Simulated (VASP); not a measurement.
Wanted: the native input for a VASP 6.6.1 run.

* Task: single point
* Functional: HSE06
* Potentials or basis: VASP PAW PBE potentials, release 64 (Mo_sv)
* Cutoff: 520 eV
* k mesh: 8 × 8 × 4
* Occupations: gaussian, width 0.05 eV
* Spin: no spin polarisation
* Dipole correction: no
* Grid for exact exchange (PRECFOCK): Normal
* Further INCAR settings: ALGO = Normal; EDIFF = 1e-06; NBANDS = 21
* Share of exact exchange: 0.25
* Screening parameter: 0.2079 1/Å

Crystal: Mo.

```xyz
2
Lattice="2.6902 0.0000 0.0000 -1.3451 2.3298 0.0000 0.0000 0.0000 4.9133" Properties=species:S:1:pos:R:3 pbc="T T T"
Mo    0.0000    1.5532    3.6850
Mo    1.3451    0.7766    1.2283
```

This isn't the form of Mo at room conditions, which is bcc.

The input as run:

POSCAR

```
Mo
1.0
    2.6901967884      0.0000000000      0.0000000000
   -1.3450983942      2.3297787599      0.0000000000
    0.0000000000      0.0000000000      4.9133070642
Mo
2
Direct
    0.3333333333      0.6666666667      0.7500000000
    0.6666666667      0.3333333333      0.2500000000
```

INCAR.step1

```
SYSTEM = Mo
PREC = Accurate
ENCUT = 520
EDIFF = 1E-5
ISMEAR = 0
SIGMA = 0.05
LREAL = .FALSE.
LASPH = .TRUE.
NELM = 60
ALGO = Normal
ISIF = 2
LWAVE = .TRUE.
LCHARG = .FALSE.
NBANDS = 21
GGA = PE
KPAR = 4
```

INCAR.step2

```
SYSTEM = Mo
PREC = Accurate
ENCUT = 520
EDIFF = 1E-6
ISMEAR = 0
SIGMA = 0.05
LREAL = .FALSE.
LASPH = .TRUE.
NELM = 60
ALGO = Normal
ISIF = 2
LWAVE = .FALSE.
LCHARG = .FALSE.
GGA = PE
LHFCALC = .TRUE.
HFSCREEN = 0.2079
PRECFOCK = Normal
NBANDS = 21
ISTART = 1
KPAR = 4
```

KPOINTS

```
regular mesh
0
G
  8 8 4
  0 0 0
```

Potentials or basis: VASP PAW PBE potentials, release 64 (Mo_sv).

The run is started by

```console
$ cat potpaw_PBE.64/Mo_sv/POTCAR > POTCAR
$ cp INCAR.step1 INCAR
$ mpirun -np 4 vasp_std > vasp.out
$ cp INCAR.step2 INCAR
$ mpirun -np 4 vasp_std > vasp.out
```

Results of the run:

```yaml
Pressure: 7.0 GPa
Band_gap_on_the_k_mesh: zero (bands 14 and 15 overlap by 2.73 eV)
```

Caveat: the cell stands under pressure; the PAW data sets were made with another functional, which shifts forces and pressure a little.

Wall time 26 min on 4 MPI ranks on Intel(R) Xeon(R) Platinum 8488C (Sapphire Rapids), on a shared host, peak memory 0.26 GiB a rank.
